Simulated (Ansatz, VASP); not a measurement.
# Au in VASP and in Ansatz

```
Au
1.0
     0.00000    1.68943    1.68943
     1.68943    0.00000    1.68943
     1.68943    1.68943    0.00000
Au
1
Cartesian
  0.0000 0.0000 0.0000
```

Alike in both runs: task single point; functional r2SCAN; k mesh 16 × 16 × 16; occupations fermi-dirac, width 0.05 eV; no spin polarisation.

|  | VASP | Ansatz |
| --- | --- | --- |
| version | VASP 6.6.1 | Ansatz 0.2.0 |
| potentials or method | VASP PAW PBE potentials, release 64 (Au) | PAW with other files of Ansatz's library (level accurate), scalar-relativistic |
| plane-wave cutoff (eV) | 520 | 930 |
| valence electrons in the cell | 11 | 19 |

|  | VASP | Ansatz | Ansatz less VASP |
| --- | --- | --- | --- |
| pressure (GPa) | 499.2 | 487.0 | -12.20 |

VASP's potentials were made for PBE, not for r2SCAN. Both programs put the cell under a high pressure, so it lies far from rest at this level. The functional is the same, so the differences come from potentials, cutoffs and numerics. VASP's potentials hold 11 valence electrons a cell and Ansatz's 19, so a difference there can come from the potentials and not from the codes. Ansatz's warnings: accurate level unavailable.

Spin-orbit coupling is off throughout. Noted on VASP's run: the cell as given lies far from equilibrium.
